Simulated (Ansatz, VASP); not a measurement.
**Two plane-wave programs on AlFe**

```
CELL_PARAMETERS angstrom
2.91000 0.00000 0.00000
0.00000 2.91000 0.00000
0.00000 0.00000 2.91000
ATOMIC_POSITIONS crystal
Fe 0.50000 0.50000 0.50000
Al 0.00000 0.00000 0.00000
```

Alike in both runs: task single point; functional PBEsol; k mesh 8 × 8 × 8; occupations fermi-dirac, width 0.05 eV; collinear spin; fixed moment 2.2 μB.

|  | VASP | Ansatz |
| --- | --- | --- |
| version | VASP 6.6.1 | Ansatz 0.2.0 |
| potentials or method | VASP PAW PBE potentials, release 64 (Fe, Al) | Ansatz PAW |
| plane-wave cutoff (eV) | 520 | 420 |
| valence electrons in the cell | 11 | 19 |

Ansatz gave:

| Property | Result |
| --- | --- |
| pressure (GPa) | 1.7 |
| net moment per atom (μB) | 1.10 |
| size of the moment on the site where the two differ most (μB) | 2.17 |

What did VASP give for the same quantities?

Pressure (GPa): 2.0; net moment per atom (μB): 1.10; size of the moment on the site where the two differ most (μB): 2.19.

VASP's potentials were made for PBE, not for PBEsol. Site moments also hang on the region over which each program counts them. VASP's potentials hold 11 valence electrons a cell and Ansatz's 19, so a difference there can come from the potentials and not from the codes.
